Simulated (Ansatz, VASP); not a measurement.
One calculation of Os4C, two programs

INCAR

```
ALGO = Normal
EDIFF = 1E-6
EDIFFG = -0.01
ENCUT = 600
GGA = PE
IBRION = 2
ISIF = 3
ISMEAR = 0
LASPH = True
LCHARG = False
LREAL = False
LWAVE = False
NELM = 100
NSW = 100
PREC = Accurate
SIGMA = 0.1
```

The input KPOINTS:

```
k-points
0
Gamma
  8 8 8
```

File POSCAR:

```
Os4C
1.0
    0.0000000000      4.0832968867      4.0832968867
    4.0832968867      0.0000000000      4.0832968867
    4.0832968867      4.0832968867      0.0000000000
Os C
8 2
Direct
    0.8878453985      0.8878453985      0.8878453985
    0.8878453985      0.8878453985      0.3364638045
    0.8878453985      0.3364638045      0.8878453985
    0.3621546015      0.3621546015      0.9135361955
    0.3621546015      0.3621546015      0.3621546015
    0.3364638045      0.8878453985      0.8878453985
    0.3621546015      0.9135361955      0.3621546015
    0.9135361955      0.3621546015      0.3621546015
    0.5000000000      0.5000000000      0.5000000000
    0.7500000000      0.7500000000      0.7500000000
```

Input for Ansatz:

```yaml
crystal:
  lattice:
    - [0.0, 4.0832968867, 4.0832968867]
    - [4.0832968867, 0.0, 4.0832968867]
    - [4.0832968867, 4.0832968867, 0.0]
  atoms:
    - { symbol: Os, position: [0.8878453985, 0.8878453985, 0.8878453985] }
    - { symbol: Os, position: [0.8878453985, 0.8878453985, 0.3364638045] }
    - { symbol: Os, position: [0.8878453985, 0.3364638045, 0.8878453985] }
    - { symbol: Os, position: [0.3621546015, 0.3621546015, 0.9135361955] }
    - { symbol: Os, position: [0.3621546015, 0.3621546015, 0.3621546015] }
    - { symbol: Os, position: [0.3364638045, 0.8878453985, 0.8878453985] }
    - { symbol: Os, position: [0.3621546015, 0.9135361955, 0.3621546015] }
    - { symbol: Os, position: [0.9135361955, 0.3621546015, 0.3621546015] }
    - { symbol: C, position: [0.5, 0.5, 0.5] }
    - { symbol: C, position: [0.75, 0.75, 0.75] }
basis:
  ecutwfc: 420
kpoints:
  mp_grid: { grid: [8, 8, 8] }
hamiltonian:
  xc: pbe
scf:
  occupations: { method: gaussian, width: 0.1 }
output:
  forces: true
  stress: true
  eigenvalues: true
  write_density: true
  write_potential: true
  elf: true
  volumetric_format: npy
relax:
  adjacent_minimum: "off"
  f_tol: 0.01
  max_steps: 80
  cell: { stress_tol: 0.05 }
```

Change from the starting cell: species swapped into the Ba4Rh type (Fd-3m, No. 227).

Alike in both runs: task relaxation of cell and atoms; functional PBE; k mesh 8 × 8 × 8; occupations gaussian, width 0.1 eV; no spin polarisation.

|  | VASP | Ansatz |
| --- | --- | --- |
| version | VASP 6.6.1 | Ansatz 0.2.0 |
| potentials or method | VASP PAW PBE potentials, release 64 (Os, C), cutoff 600 eV | scalar-relativistic, plane waves, PAW |
| valence electrons in the cell | 72 | 136 |

|  | VASP | Ansatz | Ansatz less VASP |
| --- | --- | --- | --- |
| gap on the k mesh at the Fermi level, each at its own relaxed structure (eV) | none | none | - |
| relaxed volume (Å³/atom) | 13.68 | 13.63 | -0.050 |
| relaxed length of the cell vector where the two differ most in proportion (Å) | 5.783 | 5.776 | -0.0071 |

A gap of «none» marks a metal or a gap that the smearing closes. VASP's potentials hold 72 valence electrons a cell and Ansatz's 136, so a difference there can come from the potentials and not from the codes.

Spin-orbit coupling is off throughout.
